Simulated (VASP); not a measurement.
HgGeSe3, 5 atoms in the cell. The structure is tetragonal, space group P4mm (No. 99). Conventional cell: a = 4.750 Å, b = 4.750 Å, c = 6.248 Å, α = 90.00°, β = 90.00°, γ = 90.00°. Within 3.6 Å of Ge (site symmetry 4mm) lie 8 Se at 2.73 to 3.45 Å. Hg (site symmetry 4mm) has 5 Se at 2.54 to 2.84 Å within 3.4 Å. Se (site symmetry 4mm) has 1 Hg at 2.54 Å and 4 Se at 3.20 Å and 4 Ge at 3.45 Å within 3.5 Å. Within 3.6 Å of Se (site symmetry 2mm) lie 2 Ge at 2.73 Å and 2 Hg at 2.84 Å and 6 Se at 3.20 to 3.36 Å. 

* Program: VASP 6.6.1
* Task: single point
* Functional: PBE
* Potentials or basis: VASP PAW PBE potentials, release 64 (Ge_d, Hg, Se)
* Cutoff: 520 eV
* k mesh: 4 × 4 × 4
* Occupations: gaussian, width 0.1 eV
* Spin: no spin polarisation
* Dipole correction: no
* Further INCAR settings: ALGO = Normal; EDIFF = 1e-07; NBANDS = 30

Potentials or basis: VASP PAW PBE potentials, release 64 (Ge_d, Hg, Se).

Launch:

```sh
$ cat potpaw_PBE.64/Ge_d/POTCAR potpaw_PBE.64/Hg/POTCAR potpaw_PBE.64/Se/POTCAR > POTCAR
$ mpirun -np 1 vasp_std > vasp.out
```

Hardware: 1 thread of Intel(R) Xeon(R) Platinum 8259CL CPU @ 2.50GHz (Skylake/Cascade Lake), with other jobs on the host.

Q: How long does it take, and how much memory?

A: Run time: 95 s on 1 thread of Intel(R) Xeon(R) Platinum 8259CL CPU @ 2.50GHz (Skylake/Cascade Lake) (shared host), peak memory 0.28 GiB. Counts: scf iterations 16, k points 18.
